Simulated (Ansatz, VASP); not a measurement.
# Ge in VASP and in Ansatz

```
Ge
1.0
     3.77100    0.00000    0.00000
    -1.88550    3.26578    0.00000
     0.00000    0.00000   28.00000
Ge
2
Direct
  0.33333 0.66667 0.51048
  0.66667 0.33333 0.48952
```

Alike in both runs: task single point; functional PBE; dispersion D3(BJ); k mesh 12 × 12 × 1; occupations gaussian, width 0.1 eV; no spin polarisation.

|  | VASP | Ansatz |
| --- | --- | --- |
| version | VASP 6.6.1 | Ansatz 0.2.0 |
| potentials or method | VASP PAW PBE potentials, release 64 (Ge_d), cutoff 520 eV | scalar-relativistic, plane waves, PAW |
| valence electrons in the cell | 28 | 28 |

```tsv
	VASP	Ansatz	Ansatz less VASP
gap on the k mesh at the Fermi level (eV)	none	none	-
rms of the force components (eV/Å)	0.519	0.525	+0.0054
```

Atom by atom the forces differ by 0.005 eV/Å (rms over components). A gap of «none» marks a metal or a gap that the smearing closes.
